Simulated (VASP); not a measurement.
Runs of VASP 6.6.1 on Hf3F2. The structure is that of space group Pm-3m (No. 221), or close to it. The cells are those of the table. The cell was built from a structure type or drawn by symmetry, and may not be a known phase.

| task | cell | k mesh | cutoff (eV) | gap on the mesh (eV) | pressure (GPa) | relaxed volume (Å³/atom) |
| --- | --- | --- | --- | --- | --- | --- |
| single point | a = 4.538 Å, 5 atoms | 4 × 4 × 4 | 520 | none | -0.9 | - |
| relaxation of cell and atoms | relaxed from a = 4.285 Å, 5 atoms | 4 × 4 × 4 | 600 | none | 0.3 | (a) |
| relaxation of cell and atoms | relaxed from a = 4.538 Å, 5 atoms | 8 × 8 × 8 | 600 | none | 0.0 | 18.26 |
| single point | a = 4.524 Å, 5 atoms | 8 × 8 × 8 | 520 | none | (b) | - |
| single point | a = 4.285 Å, 5 atoms | 4 × 4 × 4 | 520 | none | 17.6 | - |

Alike in all rows: level PBE; potentials or basis VASP PAW PBE potentials, release 64 (Hf_pv, F); no spin polarisation; smearing gaussian 0.1 eV.

**Question.** Estimate the missing entries.

**Answer.** (a) 18.44; (b) -1.1.

Caveats: some runs use coarse meshes; spin-orbit coupling is left out, which moves the levels of the heavy elements; the volume moved by over 15 % at a fixed basis, so the end points are rough (at least some runs).

A k mesh can miss the band edges, and the runs leave out spin-orbit coupling on Hf.

A gap of «none» marks levels without a gap at the run's occupations.
